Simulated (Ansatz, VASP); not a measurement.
# Ge: VASP beside Ansatz

INCAR

```
SYSTEM = Ge
PREC = Accurate ; ENCUT = 520
EDIFF = 1E-7 ; ISMEAR = 0
SIGMA = 0.15 ; LREAL = .False.
LASPH = .True. ; NELM = 100
ALGO = Normal ; ISIF = 2
LWAVE = .False. ; LCHARG = .False.
GGA = PE ; NBANDS = 66
```

Contents of KPOINTS:

```
Automatic mesh
0
Gamma
  15 15 4
  0 0 0
```

The input POSCAR:

```
Ge
1.0
    4.0658732115      0.0000000000      0.0000000000
   -2.0329366058      3.5211494897      0.0000000000
    0.0000000000      0.0000000000     13.3363336065
Ge
8
Direct
    0.0000000000      0.0000000000      0.4011510280
    0.0000000000      0.0000000000      0.5988489720
    0.0000000000      0.0000000000      0.9011510280
    0.0000000000      0.0000000000      0.0988489720
    0.3333333333      0.6666666667      0.3442031336
    0.6666666667      0.3333333333      0.6557968664
    0.6666666667      0.3333333333      0.8442031336
    0.3333333333      0.6666666667      0.1557968664
```

Input for Ansatz:

```yaml
crystal:
  lattice:
    - [4.0658732115, 0.0, 0.0]
    - [-2.0329366058, 3.5211494897, 0.0]
    - [0.0, 0.0, 13.3363336065]
  atoms:
    - { symbol: Ge, position: [0.0, 0.0, 0.401151028] }
    - { symbol: Ge, position: [0.0, 0.0, 0.598848972] }
    - { symbol: Ge, position: [0.0, 0.0, 0.901151028] }
    - { symbol: Ge, position: [0.0, 0.0, 0.098848972] }
    - { symbol: Ge, position: [0.3333333333, 0.6666666667, 0.3442031336] }
    - { symbol: Ge, position: [0.6666666667, 0.3333333333, 0.6557968664] }
    - { symbol: Ge, position: [0.6666666667, 0.3333333333, 0.8442031336] }
    - { symbol: Ge, position: [0.3333333333, 0.6666666667, 0.1557968664] }
basis:
  ecutwfc: 420
kpoints:
  mp_grid: { grid: [15, 15, 4] }
hamiltonian:
  xc: pbe
scf:
  occupations: { method: gaussian, width: 0.15 }
output:
  forces: true
  stress: true
  eigenvalues: true
```

Alike in both runs: task single point; functional PBE; k mesh 15 × 15 × 4; occupations gaussian, width 0.15 eV; no spin polarisation.

```csv
,VASP,Ansatz
version,VASP 6.6.1,Ansatz 0.2.0
potentials or method,"VASP PAW PBE potentials, release 64 (Ge_d), cutoff 520 eV","scalar-relativistic, plane waves, PAW"
valence electrons in the cell,112,112
```

Ansatz gave:

* gap on the k mesh at the Fermi level (eV): none
* pressure (GPa): 0.3
* traceless stress, the component that is largest in VASP (GPa): -1.63
* rms of the force components (eV/Å): 0.438

Q: Estimate VASP's values.

A: gap on the k mesh at the Fermi level (eV): none; pressure (GPa): 0.2; traceless stress, the component that is largest in VASP (GPa): -1.62; rms of the force components (eV/Å): 0.438.

Atom by atom the forces differ by 0.001 eV/Å (rms over components). A gap of «none» marks a metal or a gap that the smearing closes.
